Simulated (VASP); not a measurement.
Write the native input for VASP 6.6.1 that does the following.

- Task: single point
- Functional: r2SCAN
- Potentials or basis: VASP PAW PBE potentials, release 64 (Hf_pv, O)
- Cutoff: 520 eV
- k mesh: 6 × 6 × 6
- Occupations: gaussian, width 0.05 eV
- Spin: no spin polarisation
- Dipole correction: no
- Further INCAR settings: ALGO = Normal; EDIFF = 1e-06; NBANDS = 31

The system is HfO2.

```
Hf O
1.0
     3.57682    0.00000    0.00000
     0.00000    3.57682    0.00000
     0.00000    0.00000    5.20267
Hf O
2 4
Direct
  0.48738 0.45879 0.48605
  0.02810 0.99126 0.00313
  0.97299 0.53754 0.67359
  0.51385 0.99482 0.81746
  0.49408 0.99047 0.32150
  0.00360 0.52711 0.19828
```

This cell differs from its parent crystal: atoms moved at random.

One way to write it, as run:

POSCAR

```
HfO2
1.0
    3.5768243315      0.0000000000      0.0000000000
    0.0000000000      3.5768243315      0.0000000000
    0.0000000000      0.0000000000      5.2026739475
Hf O
2 4
Direct
    0.4873829469      0.4587918216      0.4860481512
    0.0280994371     -0.0087373229      0.0031306420
   -0.0270091757      0.5375388699      0.6735943125
    0.5138539146     -0.0051776466      0.8174558852
    0.4940776380     -0.0095259552      0.3214950989
    0.0035952392      0.5271102331      0.1982759102
```

INCAR.step1

```
SYSTEM = HfO2
ALGO = Normal
EDIFF = 1E-4
ENCUT = 520
GGA = PE
ISMEAR = 0
LASPH = .True.
LCHARG = .False.
LREAL = .False.
LWAVE = .True.
NBANDS = 31
NELM = 60
PREC = Accurate
SIGMA = 0.05
```

INCAR.step2

```
SYSTEM = HfO2
ALGO = Normal
EDIFF = 1E-6
ENCUT = 520
ISIF = 2
ISMEAR = 0
ISTART = 1
LASPH = .True.
LCHARG = .True.
LELF = .True.
LMIXTAU = .True.
LREAL = .False.
LVHAR = .True.
LWAVE = .False.
METAGGA = R2SCAN
NBANDS = 31
NELM = 60
PREC = Accurate
SIGMA = 0.05
```

KPOINTS

```
k-points
0
Gamma
  6 6 6
  0 0 0
```

Potentials or basis: VASP PAW PBE potentials, release 64 (Hf_pv, O).

Command:

```console
$ cat potpaw_PBE.64/Hf_pv/POTCAR potpaw_PBE.64/O/POTCAR > POTCAR
$ cp INCAR.step1 INCAR
$ mpirun -np 1 vasp_std > vasp.out
$ cp INCAR.step2 INCAR
$ mpirun -np 1 vasp_std > vasp.out
```

It gave:

| Quantity | Value |
| --- | --- |
| Pressure | 4.1 GPa |
| Largest force | 3.577 eV/Å |
| Band gap on the k mesh | 5.13 eV (least direct gap 5.27 eV) |

Caveat: the cell differs from its parent crystal (atoms moved at random); the cell stands under pressure; the PAW data sets were made with another functional, which shifts forces and pressure a little; spin-orbit coupling is left out, which moves the levels of the heavy elements.

It took 23 min on 1 thread of Oxide Virtual Turin-like Processor (shared host), peak memory 0.28 GiB.
